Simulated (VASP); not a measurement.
**Pt: single point with PBEsol**

Pt:

```
Pt
1.0
     2.76067    0.00000    0.00000
    -1.38033    2.39081    0.00000
     0.00000    0.00000    4.79213
Pt
2
Direct
  0.66667 0.33333 0.75000
  0.32651 0.62753 0.25044
```

```yaml
Program: VASP 6.6.1
Task: single point
Functional: PBEsol
Potentials_or_basis: VASP PAW PBE potentials, release 64 (Pt)
Cutoff: 520 eV
k_mesh: 15 × 15 × 8
Occupations: gaussian, width 0.05 eV
Spin: no spin polarisation
```

The pressure is -11.2 GPa and the largest force is 0.084 eV/Å. The band gap on the k mesh is zero (band 10 reaches 10.64 eV, above the bottom of band 11 at 9.45 eV).

Forces in eV/Å, atoms in the order of the input:
```
Pt   0.004  0.082  0.019
Pt  -0.004 -0.082 -0.019
```

Stress tensor (GPa, compression positive):
```
-11.51  -0.13   0.01
 -0.13 -11.40  -0.01
  0.01  -0.01 -10.78
```

Levels at points of the mesh, in eV from the Fermi level:
| k point | band 6 | band 7 | band 8 | band 9 | band 10 | band 11 | band 12 | band 13 | band 14 | band 15 |
| --- | --- | --- | --- | --- | --- | --- | --- | --- | --- | --- |
| (0.00, 0.00, 0.00) | -3.09 | -3.00 | -1.97 | -1.56 | -0.77 | -0.39 | -0.03 | 4.65 | 15.10 | 15.67 |
| (0.00, 0.00, 0.50) | -3.42 | -3.38 | -3.38 | -0.85 | -0.84 | -0.72 | -0.71 | 11.84 | 11.88 | 15.55 |

It took 2.2 min on 1 thread of Intel(R) Xeon(R) 6975P-C (Granite Rapids), with other jobs on the host, peak memory 0.49 GiB.

Caveat: the PAW data sets were made with another functional, which shifts forces and pressure a little; spin-orbit coupling is left out, which moves the levels of the heavy elements.
